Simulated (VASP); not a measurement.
# AlGaN2 (P-4m2) in VASP: further runs

AlGaN2 is run at these levels: r2SCAN; tasks: single point, relaxation of cell and atoms.

Program: VASP 6.6.1. These are calculated values, not measurements. Logs are shortened: lines on timing, memory, paths and dates and some standing lists are left out, and cuts for length are marked.

### Step 1. The cell of the first run

Symmetry: P-4m2, No. 115, tetragonal system. The conventional cell has a = 3.139 Å, b = 3.139 Å, c = 4.422 Å, α = 90.00°, β = 90.00°, γ = 90.00°. Al (site symmetry -4m2) has 4 N at 1.89 Å within 2.5 Å. Within 2.6 Å of Ga (site symmetry -4m2) lie 4 N at 1.95 Å. Within 2.5 Å of N (site symmetry 2mm) lie 2 Al at 1.89 Å and 2 Ga at 1.95 Å.

### Step 2. Single point, r2SCAN

POSCAR

```
AlGaN2
1.0
    0.0000000000      0.0000000000      4.4223567397
   -3.1385264252      3.1385264252      0.0000000000
   -3.1385264252     -3.1385264252      0.0000000000
Al Ga N
2 2 4
Direct
    0.5000000000      0.5000000000      0.0000000000
    0.5000000000      0.0000000000      0.5000000000
    0.0000000000      0.5000000000      0.5000000000
    0.0000000000      1.0000000000      1.0000000000
    0.7390831718      0.2500000000      0.2500000000
    0.7390831718      0.7500000000      0.7500000000
    0.2609168282      0.2500000000      0.7500000000
    0.2609168282      0.7500000000      0.2500000000
```

INCAR.step1

```
SYSTEM = AlGaN2
  ALGO = Normal
  EDIFF = 1E-4
  ENCUT = 520
  GGA = PE
  ISMEAR = 0
  LASPH = .True.
  LCHARG = .False.
  LREAL = .False.
  LWAVE = .True.
  NBANDS = 36
  NELM = 100
  PREC = Accurate
  SIGMA = 0.02
```

INCAR.step2

```
SYSTEM = AlGaN2
  ALGO = Normal
  EDIFF = 1E-6
  ENCUT = 520
  ISIF = 2
  ISMEAR = 0
  ISTART = 1
  LASPH = .True.
  LCHARG = .False.
  LMIXTAU = .True.
  LREAL = .False.
  LWAVE = .False.
  METAGGA = R2SCAN
  NBANDS = 36
  NELM = 100
  PREC = Accurate
  SIGMA = 0.02
```

KPOINTS

```
k-points
0
Gamma
  6 6 6
  0 0 0
```

Potentials or basis: VASP PAW PBE potentials, release 64 (Al, Ga_d, N).

Run with:

```console
$ cat potpaw_PBE.64/Al/POTCAR potpaw_PBE.64/Ga_d/POTCAR potpaw_PBE.64/N/POTCAR > POTCAR
$ cp INCAR.step1 INCAR
$ mpirun -np 1 vasp_std > vasp.out
$ cp INCAR.step2 INCAR
$ mpirun -np 1 vasp_std > vasp.out
```

OUTCAR:

```text
SYSTEM = AlGaN2
   EDIFF = 1E-6
   ENCUT = 520
   ISIF = 2
   ISMEAR = 0
   ISTART = 1
   LASPH = .True.
   LREAL = .False.
   METAGGA = R2SCAN
   NELM = 100
   PREC = Accurate

 ion  position               nearest neighbor table
   1  0.500  0.500  0.000-   5 1.89   6 1.89   7 1.89   8 1.89   3 3.13   4 3.13   3 3.13   4 3.13
                             3 3.13   4 3.13   3 3.13   4 3.13   2 3.14   2 3.14   2 3.14   2 3.14
   2  0.500  0.000  0.500-   5 1.89   6 1.89   7 1.89   8 1.89   3 3.13   4 3.13   4 3.13   3 3.13
                             3 3.13   4 3.13   4 3.13   3 3.13   1 3.14   1 3.14   1 3.14   1 3.14
   3  0.000  0.500  0.500-   5 1.95   6 1.95   7 1.95   8 1.95   1 3.13   2 3.13   1 3.13   2 3.13
                             1 3.13   2 3.13   1 3.13   2 3.13
   4  0.000  0.000  0.000-   5 1.95   6 1.95   7 1.95   8 1.95   1 3.13   2 3.13   2 3.13   1 3.13
                             1 3.13   2 3.13   2 3.13   1 3.13
   5  0.739  0.250  0.250-   1 1.89   2 1.89   3 1.95   4 1.95
   6  0.739  0.750  0.750-   1 1.89   2 1.89   3 1.95   4 1.95
   7  0.261  0.250  0.750-   1 1.89   2 1.89   3 1.95   4 1.95
   8  0.261  0.750  0.250-   1 1.89   2 1.89   3 1.95   4 1.95

  LATTYP: Found a simple tetragonal cell.
 ALAT       =     4.4385466364
 C/A-ratio  =     0.9963524329

  Lattice vectors:

 A1 = (  -3.1385264252,   3.1385264252,   0.0000000000)
 A2 = (  -3.1385264252,  -3.1385264252,   0.0000000000)
 A3 = (   0.0000000000,   0.0000000000,   4.4223567397)

Analysis of symmetry for initial positions (statically):
=====================================================================
 Subroutine PRICEL returns following result:

  LATTYP: Found a simple tetragonal cell.
 ALAT       =     3.1385264252
 C/A-ratio  =     1.4090551235

  Lattice vectors:

 A1 = (   0.0000000000,   3.1385264252,   0.0000000000)
 A2 = (  -3.1385264252,   0.0000000000,   0.0000000000)
 A3 = (   0.0000000000,   0.0000000000,   4.4223567397)

   2 primitive cells build up your supercell.

 Routine SETGRP: Setting up the symmetry group for a
 simple tetragonal supercell.

 Subroutine GETGRP returns: Found  8 space group operations
 (whereof  8 operations were pure point group operations)
 out of a pool of 16 trial point group operations.

The static configuration has the point symmetry D_2d.

Analysis of symmetry for dynamics (positions and initial velocities):
=====================================================================
 Subroutine PRICEL returns following result:

  LATTYP: Found a simple tetragonal cell.
 ALAT       =     3.1385264252
 C/A-ratio  =     1.4090551235
[... 122 lines left out ...]
   EDIFFG = 0.1E-04   stopping-criterion for IOM
   NSW    =      0    number of steps for IOM
   IBRION =     -1    ionic relax: 0-MD 1-quasi-New 2-CG
   NFREE  =      0    steps in history (QN), initial steepest desc. (CG)
   ISIF   =      2    stress and relaxation
   ISYM   =      2    0-nonsym 1-usesym 2-fastsym
   POTIM  = 0.5000    time-step for ionic-motion
   TEBEG  =    0.0;   TEEND  =   0.0 temperature during run
   PSTRESS=    0.0 pullay stress
   NELECT =      52.0000    total number of electrons
   NUPDOWN=      -1.0000    fix difference up-down
   EMIN   =  10.00;   EMAX   =-10.00  energy-range for DOS
   EFERMI =   0.00;   METHOD = LEGACY
   ISMEAR =     0;   SIGMA  =   0.02  broadening in eV -4-tet -1-fermi 0-gaus
   EFERMI_NEDOS =   21; number of points for ismear=-14 and -15
   IALGO  =     38    algorithm
   IMIX   =      4    mixing-type and parameters
     AMIX     =   0.40;   BMIX     =  1.00
     AMIX_MAG =   1.60;   BMIX_MAG =  1.00
  volume/ion in A,a.u.               =      10.89        73.49
  Fermi-wavevector in a.u.,A,eV,Ry     =   1.378365  2.604732 25.849565  1.899889
  Thomas-Fermi vector in A             =   2.503433
   LORBIT       =      0    0 simple, 1 ext, 2 COOP (PROOUT), +10 PAW based schemes
   METAGGA = R2SCAN    functional components
   LHFCALC =     F    Hartree Fock is set to
   AEXX    =    0.0000 exact exchange contribution
   IVDW    =     0    specifies the selected vdW correction
   LEPSILON=     F    determine dielectric tensor
   LRPA    =     F    only Hartree local field effects (RPA)
 non-spin polarized calculation
 Gauss-broadening in eV      SIGMA  =   0.02
  energy-cutoff  :      520.00
  volume of cell :       87.12
 maximum number of plane-waves:      2360
 NGX is ok and might be reduce to    36
   NGX = 17   NGY = 17   NGZ = 17

 number of electron      51.9999963 magnetization

 Free energy of the ion-electron system (eV)
  ---------------------------------------------------
  ext. energy  EPLUGINS =         0.00000000
  ---------------------------------------------------
  free energy    TOTEN  =       -82.15012113 eV

  energy without entropy =      -82.15012113  energy(sigma->0) =      -82.15012113

 E-fermi :   5.5267     XC(G=0): -12.0769

 val. band max:        5.4004846868   @ k =   0.0000   0.0000   0.0000
 cond. band min:       8.7786612948   @ k =   0.0000   0.0000   0.0000
 fundamental gap:      3.3781766080
 Fermi energy:         5.5267289682

 k-point     1 :       0.0000    0.0000    0.0000
  band No.  band energies     occupation
      1     -10.8996      2.00000
      2      -9.3008      2.00000
      3      -9.2808      2.00000
      4      -9.2808      2.00000
      5      -7.9225      2.00000
      6      -7.9225      2.00000
[... 925 lines left out ...]
     35      16.5436      0.00000
     36      16.9040      0.00000

 [... further k-points ...]
[... 5 lines left out ...]
  --------------------------------------------------------------------------------------
  -------------------------------------------------------------------------------------
  Total        0.1753073      0.1753073      0.2132082      0.0000000      0.0000000      0.0000000
  in kB        3.2238523      3.2238523      3.9208404      0.0000000      0.0000000      0.0000000
  external PRESSURE =       3.4561817 kB  Pullay stress =       0.0000000 kB

 VOLUME and BASIS-vectors are now :
 -----------------------------------------------------------------------------
  energy-cutoff  :      520.00
  volume of cell :       87.12
      direct lattice vectors                 reciprocal lattice vectors
     0.000000000  0.000000000  4.422356740     0.000000000  0.000000000  0.226123775
    -3.138526425  3.138526425  0.000000000    -0.159310432  0.159310432  0.000000000
    -3.138526425 -3.138526425  0.000000000    -0.159310432 -0.159310432  0.000000000

 POSITION                                       TOTAL-FORCE (eV/Angst)
 -----------------------------------------------------------------------------------
     -1.56926      1.56926      2.21118         0.000000      0.000000      0.000000
     -1.56926     -1.56926      2.21118         0.000000      0.000000      0.000000
     -3.13853      0.00000      0.00000         0.000000      0.000000      0.000000
      0.00000      0.00000      0.00000         0.000000      0.000000      0.000000
     -1.56926      0.00000      3.26849         0.000000      0.000000     -0.089714
     -4.70779      0.00000      3.26849        -0.000000     -0.000000     -0.089714
     -3.13853     -1.56926      1.15387        -0.000000     -0.000000      0.089714
     -3.13853      1.56926      1.15387        -0.000000      0.000000      0.089714
 -----------------------------------------------------------------------------------
    total drift:                               -0.000000      0.000000      0.000000

  FREE ENERGIE OF THE ION-ELECTRON SYSTEM (eV)
  ---------------------------------------------------
  free  energy   TOTEN  =       -82.1501211317 eV

  energy  without entropy=      -82.1501211317  energy(sigma->0) =      -82.15012113
```

OUTCAR.step1:

```text
SYSTEM = AlGaN2
   EDIFF = 1E-4
   ENCUT = 520
   GGA = PE
   ISMEAR = 0
[... 1200 lines left out ...]
     -1.56926      0.00000      3.26849        -0.000000      0.000000     -0.119187
     -4.70779      0.00000      3.26849        -0.000000      0.000000     -0.119187
     -3.13853     -1.56926      1.15387         0.000000     -0.000000      0.119187
     -3.13853      1.56926      1.15387         0.000000     -0.000000      0.119187
 -----------------------------------------------------------------------------------
    total drift:                               -0.000000      0.000000     -0.000000

  FREE ENERGIE OF THE ION-ELECTRON SYSTEM (eV)
  ---------------------------------------------------
  free  energy   TOTEN  =       -53.9420912871 eV

  energy  without entropy=      -53.9420912871  energy(sigma->0) =      -53.94209129
```

OSZICAR.step1:

```text
N       E                     dE             d eps       ncg     rms          rms(c)
DAV:   1     0.484699849912E+03    0.48470E+03   -0.24271E+04  3240   0.218E+03
DAV:   2     0.180586308535E+02   -0.46664E+03   -0.43497E+03  3224   0.529E+02
DAV:   3    -0.583057579411E+02   -0.76364E+02   -0.74908E+02  3208   0.166E+02
DAV:   4    -0.628633973624E+02   -0.45576E+01   -0.45177E+01  4212   0.430E+01
DAV:   5    -0.629718292481E+02   -0.10843E+00   -0.10817E+00  3528   0.621E+00    0.165E+01
DAV:   6    -0.537155478675E+02    0.92563E+01   -0.26890E+01  4912   0.587E+01    0.496E+00
DAV:   7    -0.539837673962E+02   -0.26822E+00   -0.39066E+00  3308   0.118E+01    0.406E+00
DAV:   8    -0.539785823333E+02    0.51851E-02   -0.50022E-01  4244   0.791E+00    0.108E+00
DAV:   9    -0.539420733980E+02    0.36509E-01   -0.13972E-01  4812   0.519E+00    0.514E-01
DAV:  10    -0.539418345482E+02    0.23885E-03   -0.16297E-02  3256   0.730E-01    0.183E-01
DAV:  11    -0.539420761750E+02   -0.24163E-03   -0.18812E-03  4892   0.456E-01    0.249E-02
DAV:  12    -0.539420912871E+02   -0.15112E-04   -0.30359E-04  2664   0.161E-01
   1 F= -.53942091E+02 E0= -.53942091E+02  d E =-.566853E-17
```

Wall time 6.4 min (1 thread of Intel Xeon Platinum 8259CL at 2.50GHz (Skylake/Cascade Lake), shared host); peak memory 0.28 GiB.

What came out:

```
Free energy            : -82.1501 eV
Pressure               : 0.3 GPa
Largest force          : 0.090 eV/Å
Band gap on the k mesh : 3.38 eV
```

Forces on the atoms (eV/Å):
```
Al   0.000  0.000  0.000
Al   0.000  0.000  0.000
Ga   0.000  0.000  0.000
Ga   0.000  0.000  0.000
N    0.000  0.000 -0.090
N    0.000  0.000 -0.090
N    0.000  0.000  0.090
N    0.000  0.000  0.090
```

Levels at points of the mesh, in eV from the valence-band top:
| k point | band 24 | band 25 | band 26 | band 27 | band 28 | band 29 |
| --- | --- | --- | --- | --- | --- | --- |
| (0.00, 0.00, 0.00) | -0.22 | 0.00 | 0.00 | 3.38 | 3.84 | 3.84 |
| (0.50, 0.00, 0.00) | -1.63 | -0.99 | -0.99 | 5.84 | 5.99 | 6.78 |
| (0.00, 0.50, 0.00) | -1.33 | -1.25 | -1.25 | 5.79 | 5.79 | 6.70 |
| (0.50, 0.50, 0.00) | -0.97 | -0.64 | -0.64 | 7.63 | 7.63 | 8.22 |
| (0.00, 0.50, 0.50) | -1.05 | -0.67 | -0.67 | 7.79 | 7.79 | 7.83 |
| (0.50, 0.50, 0.50) | -0.61 | -0.55 | -0.55 | 5.83 | 5.83 | 7.31 |

Caveat: the PAW data sets were made with another functional, which shifts forces and pressure a little.

### Step 3. Single point, r2SCAN (biaxial strain in the a-b plane: +6.0 %, then relaxed in part)

POSCAR

```
AlGaN2
1.0
    3.3268380107      0.0000000000      0.0000000000
    0.0000000000      3.3268380107      0.0000000000
    0.0000000000      0.0000000000      4.1049164559
Al Ga N
1 1 2
Direct
    0.5000000000      0.5000000000      0.5000000000
    0.0000000000      0.0000000000      0.0000000000
    0.5000000000      0.0000000000      0.7367730442
    0.0000000000      0.5000000000      0.2632269558
```

INCAR.step1

```
PREC     = Accurate       # precision mode
ENCUT    = 520            # plane-wave cutoff, eV
ISMEAR   = 0              # smearing method
SIGMA    = 0.02           # smearing width, eV
LREAL    = F              # projectors in reciprocal space
LASPH    = T              # aspherical terms in the spheres
NELM     = 80             # most SCF steps
NBANDS   = 21             # bands
GGA      = PE             # functional
ALGO     = Normal         # electronic algorithm
EDIFF    = 1E-4           # SCF threshold, eV
LWAVE    = T              # write WAVECAR
LCHARG   = F              # write CHGCAR
```

INCAR.step2

```
PREC     = Accurate       # precision mode
ENCUT    = 520            # plane-wave cutoff, eV
EDIFF    = 1E-7           # SCF threshold, eV
ISMEAR   = 0              # smearing method
SIGMA    = 0.02           # smearing width, eV
LREAL    = F              # projectors in reciprocal space
LASPH    = T              # aspherical terms in the spheres
NELM     = 80             # most SCF steps
ALGO     = Normal         # electronic algorithm
ISIF     = 2              # what is computed and relaxed
LWAVE    = F              # write WAVECAR
LCHARG   = F              # write CHGCAR
METAGGA  = R2SCAN         # meta-GGA
LMIXTAU  = T            
NBANDS   = 21             # bands
ISTART   = 1
```

KPOINTS

```
regular mesh
0
Gamma
  8 8 6
```

Potentials or basis: VASP PAW PBE potentials, release 64 (Al, Ga_d, N).

Run with:

```console
$ cat potpaw_PBE.64/Al/POTCAR potpaw_PBE.64/Ga_d/POTCAR potpaw_PBE.64/N/POTCAR > POTCAR
$ cp INCAR.step1 INCAR
$ mpirun -np 1 vasp_std > vasp.out
$ cp INCAR.step2 INCAR
$ mpirun -np 1 vasp_std > vasp.out
```

Run time: 4.7 min. Hardware: 1 thread of Intel Xeon 8259CL, shared host; peak memory 0.21 GiB.

Results (log left out):

```
Free energy            : -40.8404 eV
Pressure               : -8.9 GPa
Largest force          : 0.073 eV/Å
Band gap on the k mesh : 2.89 eV
```

Forces in eV/Å, atoms in the order of the input:
```
Al   0.000  0.000  0.000
Ga   0.000  0.000  0.000
N    0.000  0.000 -0.073
N    0.000  0.000  0.073
```

Stress tensor (GPa, compression positive):
```
-13.54   0.00   0.00
  0.00 -13.54   0.00
  0.00   0.00   0.30
```

Levels at points of the mesh, in eV from the valence-band top:
```csv
k point,band 9,band 10,band 11,band 12,band 13,band 14,band 15,band 16,band 17,band 18
"(0.00, 0.00, 0.00)",-3.02,-3.02,-0.23,-0.23,0.00,2.89,3.70,6.55,11.68,11.82
"(0.50, 0.00, 0.00)",-4.30,-2.42,-2.28,-1.59,-1.28,6.86,7.27,7.77,8.03,11.81
"(0.50, 0.50, 0.00)",-5.39,-1.97,-1.92,-1.92,-1.81,4.05,4.05,7.44,9.74,12.57
"(0.00, 0.00, 0.50)",-2.29,-2.03,-2.03,-1.45,-1.45,5.85,6.11,7.62,8.73,12.21
"(0.50, 0.00, 0.50)",-6.10,-1.53,-1.07,-0.63,-0.18,5.04,6.42,9.63,9.74,10.02
"(0.50, 0.50, 0.50)",-4.56,-3.96,-3.33,-3.23,-3.23,7.51,7.51,9.04,10.59,11.99
```

Caveat: the cell differs from its parent crystal (biaxial strain in the a-b plane: +6.0 %, then relaxed in part); the cell stands under tension; the PAW data sets were made with another functional, which shifts forces and pressure a little.

(Part 1 of 2 ends here.)
